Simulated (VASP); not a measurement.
Write the native input for VASP 6.6.1 that does the following.

* Task: single point
* Functional: PBE
* Potentials or basis: VASP PAW PBE potentials, release 64 (Zr_sv, C)
* Cutoff: 520 eV
* k mesh: 12 × 12 × 12
* Occupations: gaussian, width 0.1 eV
* Spin: no spin polarisation
* Dipole correction: no
* Further INCAR settings: ALGO = Normal; EDIFF = 1e-06; NBANDS = 29

The structure of ZrC2 lies in POSCAR:

```
ZrC2
1.0
    1.5688851387     -6.6912570668      0.0000000000
    1.5688851387      6.6912570668      0.0000000000
    0.0000000000      0.0000000000      2.8974410738
Zr C
2 4
Direct
    0.8845749969      0.1154250031      0.7500000000
    0.1154250031      0.8845749969      0.2500000000
    0.5300294554      0.4699705446      0.7500000000
    0.4699705446      0.5300294554      0.2500000000
    0.2514509404      0.7485490596      0.7500000000
    0.7485490596      0.2514509404      0.2500000000
```

The input as run:

INCAR

```
ALGO = Normal
EDIFF = 1E-6
ENCUT = 520
GGA = PE
ISIF = 2
ISMEAR = 0
LASPH = True
LCHARG = False
LREAL = False
LWAVE = False
NBANDS = 29
NELM = 100
PREC = Accurate
SIGMA = 0.1
```

KPOINTS

```
k-points
0
Gamma
  12 12 12
```

Potentials or basis: VASP PAW PBE potentials, release 64 (Zr_sv, C).

Command:

```sh
$ cat potpaw_PBE.64/Zr_sv/POTCAR potpaw_PBE.64/C/POTCAR > POTCAR
$ mpirun -np 1 vasp_std > vasp.out
```

Results of the run:

```json
{"Pressure": "0.3 GPa", "Largest force": "0.011 eV/Å", "Band gap on the k mesh": "zero (bands 20 and 21 overlap by 1.83 eV)"}
```

Wall time 6.5 min on 1 thread of Intel(R) Xeon(R) 6975P-C (Granite Rapids), with other jobs on the host, peak memory 0.56 GiB.
